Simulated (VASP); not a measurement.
# Zn3SeS2 in VASP: notebook, part 2 of 2

VASP 6.6.1. The steps go on from the part before.

### Step 4. Single point, PBE

INCAR

```
SYSTEM = Zn3SeS2
  PREC = Accurate
  ENCUT = 520
  EDIFF = 1E-6
  ISMEAR = 0
  SIGMA = 0.1
  LREAL = .False.
  LASPH = .True.
  NELM = 60
  ALGO = Normal
  ISIF = 2
  LWAVE = .False.
  LCHARG = .False.
  GGA = PE
  NBANDS = 66
```

KPOINTS

```
regular mesh
0
Gamma
  6 6 1
  0 0 0
```

POSCAR

```
Zn3SeS2
1.0
    3.9156019894     -0.0002698342     -0.0000028048
   -1.9580509391      3.3923394418     -0.0001976116
    0.0000252901     -0.0011120860     19.2238345932
Zn Se S
6 2 4
Direct
   -0.0002433318      0.0000334162      0.0051771396
   -0.0000994075     -0.0004202606      0.5051864323
    0.3349539421      0.6685240536      0.1667526807
    0.6651799299      0.3320065101      0.6667606893
    0.6679256907      0.3346501452      0.3284943072
    0.3323176527      0.6652386581      0.8285062887
    0.6667236806      0.3330893565      0.4573850874
    0.3329790634      0.6665515230      0.9573854962
    0.0015903621      0.0018171695      0.1276507568
   -0.0015067932     -0.0014275433      0.6276627828
    0.3346045350      0.6680548053      0.2895150491
    0.6655746758      0.3318821665      0.7895212897
```

Potentials or basis: VASP PAW PBE potentials, release 64 (Zn, Se, S).

Started as:

```sh
cat potpaw_PBE.64/Zn/POTCAR potpaw_PBE.64/Se/POTCAR potpaw_PBE.64/S/POTCAR > POTCAR
mpirun -np 1 vasp_std > vasp.out
```

OUTCAR:

```text
SYSTEM = Zn3SeS2
   PREC = Accurate
   ENCUT = 520
   EDIFF = 1E-6
   ISMEAR = 0
   LREAL = .False.
   LASPH = .True.
   NELM = 60
   ISIF = 2
   GGA = PE

 ion  position               nearest neighbor table
   1  1.000  0.000  0.005-   9 2.35   8 2.44   8 2.44   8 2.44
   2  1.000  1.000  0.505-  10 2.35   7 2.44   7 2.44   7 2.44
   3  0.335  0.669  0.167-  11 2.36   9 2.38   9 2.38   9 2.38
   4  0.665  0.332  0.667-  12 2.36  10 2.38  10 2.38  10 2.38
   5  0.668  0.335  0.328-  11 2.38  11 2.38  11 2.38   7 2.48
   6  0.332  0.665  0.829-  12 2.38  12 2.38  12 2.38   8 2.48
   7  0.667  0.333  0.457-   2 2.44   2 2.44   2 2.44   5 2.48
   8  0.333  0.667  0.957-   1 2.44   1 2.44   1 2.44   6 2.48
   9  0.002  0.002  0.128-   1 2.35   3 2.38   3 2.38   3 2.38
  10  0.998  0.999  0.628-   2 2.35   4 2.38   4 2.38   4 2.38
  11  0.335  0.668  0.290-   3 2.36   5 2.38   5 2.38   5 2.38
  12  0.666  0.332  0.790-   4 2.36   6 2.38   6 2.38   6 2.38

  LATTYP: Found a base centered monoclinic cell.
 ALAT       =    77.1932621280
 B/A-ratio  =     0.0507246603
 C/A-ratio  =     0.2490351372
 COS(beta)  =    -0.9961303083

  Lattice vectors:

 A1 = (  -1.9576016305,  -3.3898454356, -38.4474687700)
 A2 = (   1.9580003589,  -3.3901152698, -38.4474715748)
 A3 = (   0.0000252901,  -0.0011120860,  19.2238345932)

Analysis of symmetry for initial positions (statically):
=====================================================================
 Subroutine PRICEL returns:
 Original cell was already a primitive cell.

 Routine SETGRP: Setting up the symmetry group for a
 base centered monoclinic supercell.

 Subroutine GETGRP returns: Found  1 space group operations
 (whereof  1 operations were pure point group operations)
 out of a pool of  4 trial point group operations.

The static configuration has the point symmetry C_1 .

Analysis of symmetry for dynamics (positions and initial velocities):
=====================================================================
 Subroutine PRICEL returns:
[... 157 lines left out ...]
  energy-cutoff  :      520.00
  volume of cell :      255.34
 maximum number of plane-waves:      6908
 NGX is ok and might be reduce to    30
   NGX = 15   NGY = 15   NGZ = 71

 number of electron     107.9999912 magnetization

 Free energy of the ion-electron system (eV)
  ---------------------------------------------------
  ext. energy  EPLUGINS =         0.00000000
  ---------------------------------------------------
  free energy    TOTEN  =       -39.31074721 eV

  energy without entropy =      -39.31074721  energy(sigma->0) =      -39.31074721

 E-fermi :   2.3959     XC(G=0):  -9.3975

 val. band max:        1.9438170738   @ k =   0.0000   0.0000   0.0000
 cond. band min:       3.3831589338   @ k =   0.0000   0.0000   0.0000
 fundamental gap:      1.4393418600
 Fermi energy:         2.3959096719

 k-point     1 :       0.0000    0.0000    0.0000
  band No.  band energies     occupation
      1     -11.3099      2.00000
      2     -11.1519      2.00000
      3     -11.0963      2.00000
      4     -10.7159      2.00000
      5     -10.7026      2.00000
      6     -10.4734      2.00000
[... 1369 lines left out ...]
     65       7.8001      0.00000
     66       8.3828      0.00000

------------------------ aborting loop because EDIFF is reached ----------------------------------------

  FORCE on cell =-STRESS in cart. coord.  units (eV):
  Direction    XX          YY          ZZ          XY          YZ          ZX
  --------------------------------------------------------------------------------------
  -------------------------------------------------------------------------------------
  Total        0.2036926      0.1940357      0.2785068      0.0004830      0.0055658     -0.0005973
  in kB        1.2781014      1.2175073      1.7475347      0.0030306      0.0349236     -0.0037480
  external PRESSURE =       1.4143811 kB  Pullay stress =       0.0000000 kB

 VOLUME and BASIS-vectors are now :
 -----------------------------------------------------------------------------
  energy-cutoff  :      520.00
  volume of cell :      255.34
      direct lattice vectors                 reciprocal lattice vectors
     3.915601989 -0.000269834 -0.000002805     0.255398731  0.147415592  0.000008192
    -1.958050939  3.392339442 -0.000197612     0.000020315  0.294793548  0.000017054
     0.000025290 -0.001112086 19.223834593     0.000000037  0.000003052  0.052018758

 POSITION                                       TOTAL-FORCE (eV/Angst)
 -----------------------------------------------------------------------------------
      3.91458     -0.00016      0.09952         0.000889      0.001898     -0.003396
      1.95800      3.39008      9.71142        -0.000407     -0.000230     -0.003812
      0.00255      2.26758      3.20549        -0.000264     -0.000997     -0.006214
      1.95451      1.12536     12.81763         0.000849     -0.000672     -0.006216
      1.96008      1.13470      6.31485        -0.001009     -0.000365     -0.013287
     -0.00133      2.25570     15.92694        -0.000508      0.001426     -0.014727
      1.95843      1.12926      8.79263        -0.000610      0.000565      0.001997
     -0.00130      2.26001     18.40449         0.000680     -0.000741      0.002128
      0.00267      0.00602      2.45394        -0.001634     -0.002690      0.008855
      1.95446      3.38653     12.06589         0.001677      0.002238      0.008064
      0.00210      2.26586      5.56546         0.000417     -0.001191      0.013024
      1.95630      1.12480     15.17756        -0.000079      0.000759      0.013583
 -----------------------------------------------------------------------------------
    total drift:                                0.000002     -0.000048      0.002052

  FREE ENERGIE OF THE ION-ELECTRON SYSTEM (eV)
  ---------------------------------------------------
  free  energy   TOTEN  =       -39.3107472090 eV

  energy  without entropy=      -39.3107472090  energy(sigma->0) =      -39.31074721
```

It took 10 min on 1 thread of Intel Xeon Platinum 8259CL at 2.50GHz (Skylake/Cascade Lake), shared host; peak memory 0.5 GiB.

Results:

* Free energy: -39.3107 eV
* Pressure: 0.1 GPa
* Largest force: 0.015 eV/Å
* Band gap on the k mesh: 1.44 eV

Forces on the atoms (eV/Å):
```
Zn   0.001  0.002 -0.003
Zn   0.000  0.000 -0.004
Zn   0.000 -0.001 -0.006
Zn   0.001 -0.001 -0.006
Zn  -0.001  0.000 -0.013
Zn  -0.001  0.001 -0.015
Se  -0.001  0.001  0.002
Se   0.001 -0.001  0.002
S   -0.002 -0.003  0.009
S    0.002  0.002  0.008
S    0.000 -0.001  0.013
S    0.000  0.001  0.014
```

Levels at points of the mesh, in eV from the valence-band top:
```tsv
k point	band 52	band 53	band 54	band 55	band 56	band 57
(0.00, 0.00, 0.00)	-0.06	0.00	0.00	1.44	2.49	2.54
(0.50, 0.00, 0.00)	-1.32	-1.13	-0.96	2.87	3.15	3.28
(0.00, 0.50, 0.00)	-1.32	-1.13	-0.95	2.87	3.15	3.29
(0.50, 0.50, 0.00)	-1.32	-1.13	-0.96	2.87	3.15	3.29
```
